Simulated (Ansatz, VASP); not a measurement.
**One calculation of Ta, two programs**

The input INCAR:

```
SYSTEM = Ta
PREC = Accurate
ENCUT = 520
EDIFF = 1E-6
ISMEAR = 1
SIGMA = 0.2
LREAL = .False.
LASPH = .True.
NELM = 60
ALGO = Normal
ISIF = 2
LWAVE = .False.
LCHARG = .False.
GGA = RP
IVDW = 12
NBANDS = 18
```

File KPOINTS:

```
regular mesh
0
Gamma
  11 11 5
  0 0 0
```

POSCAR

```
Ta
1.0
    2.9195803945      0.0000000000      0.0000000000
   -1.4597901972      2.5284307900      0.0000000000
    0.0000000000      0.0000000000      5.2004887322
Ta
2
Direct
    0.3333333333      0.6666666667      0.2500000000
    0.6666666667      0.3333333333      0.7500000000
```

input.yaml

```yaml
crystal:
  lattice:
    - [2.9195803945, 0.0, 0.0]
    - [-1.4597901972, 2.52843079, 0.0]
    - [0.0, 0.0, 5.2004887322]
  atoms:
    - { symbol: Ta, position: [0.3333333333, 0.6666666667, 0.25] }
    - { symbol: Ta, position: [0.6666666667, 0.3333333333, 0.75] }
kpoints:
  mp_grid: { grid: [11, 11, 5] }
scf:
  occupations: { method: methfessel_paxton, width: 0.2 }
hamiltonian:
  xc: rpbe
  dispersion: d3bj
  pseudopotentials: { kind: all_electron, lapw: { basis_error: 0.001 } }
output:
  forces: true
  stress: true
  eigenvalues: true
```

Change from the starting cell: volume scaled by 1.02.

Alike in both runs: task single point; functional RPBE; dispersion D3(BJ); k mesh 11 × 11 × 5; occupations methfessel-paxton of order 1, width 0.2 eV; no spin polarisation.

|  | VASP | Ansatz |
| --- | --- | --- |
| version | VASP 6.6.1 | Ansatz 0.2.0 |
| potentials or method | VASP PAW PBE potentials, release 64 (Ta_pv), cutoff 520 eV | all-electron LAPW, scalar-relativistic |

```csv
,VASP,Ansatz,Ansatz less VASP
gap on the k mesh at the Fermi level (eV),none,none,-
pressure (GPa),-41.0,-40.9,+0.06
"traceless stress, the component that is largest in VASP (GPa)",-2.09,-2.09,+0.004
```

VASP's potentials were made for PBE, not for RPBE. A gap of «none» marks a metal or a gap that the smearing closes. Both programs put the cell under strong tension, so it lies far from rest at this level. Ansatz ran all-electron here, and VASP with PAW potentials.

Spin-orbit coupling is off throughout. Noted on VASP's run: the cell as given lies far from equilibrium.
